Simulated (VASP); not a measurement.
# P: single point with PBEsol+D3(BJ)

Crystal: P.

```
P
1.0
     2.39048    0.11199    0.00000
     0.11199    2.39048    0.00000
     0.00000    0.00000    2.39065
P
1
Direct
  0.00000 0.00000 0.00000
```

This cell differs from its parent crystal: strain +0.0937 x Voigt [0, 0, 0, 0, 0, 1].

| Item | Value |
| --- | --- |
| Program | VASP 6.6.1 |
| Task | single point |
| Functional | PBEsol |
| Dispersion | D3(BJ) |
| Potentials or basis | VASP PAW PBE potentials, release 64 (P) |
| Cutoff | 520 eV |
| k mesh | 24 × 24 × 24 |
| Occupations | gaussian, width 0.15 eV |
| Spin | no spin polarisation |

```json
{
 "Pressure": "0.2 GPa",
 "Dispersion energy per atom": "-0.416 eV"
}
```

Stress tensor (GPa, compression positive):
```
 0.24 -6.54  0.00
-6.54  0.24  0.00
 0.00  0.00  0.16
```

Levels at points of the mesh, in eV from the Fermi level:
```
           k point  band 1  band 2  band 3  band 4  band 5  band 6
(0.00, 0.00, 0.00)  -17.23    5.09    5.32    5.78    6.72    6.87
(0.50, 0.00, 0.00)  -12.49   -9.31    8.03    8.46    9.22   14.60
(0.50, 0.50, 0.00)   -7.57   -6.47   -4.65    0.66   11.27   16.68
(0.00, 0.00, 0.50)  -12.55   -9.32    8.17    8.90    9.61   14.38
(0.50, 0.00, 0.50)   -7.38   -5.63   -5.60    0.45   10.98   16.02
(0.50, 0.50, 0.50)   -3.08   -2.35   -1.33   -1.16    3.55    4.69
```

It took 47 s on 1 thread of Intel(R) Xeon(R) 6975P-C (Granite Rapids), with other jobs on the host, peak memory 0.28 GiB.

Caveat: the cell differs from its parent crystal (strain +0.0937 x Voigt [0, 0, 0, 0, 0, 1]); the PAW data sets were made with another functional, which shifts forces and pressure a little; pairwise dispersion overbinds metals, which lowers pressure and volume.
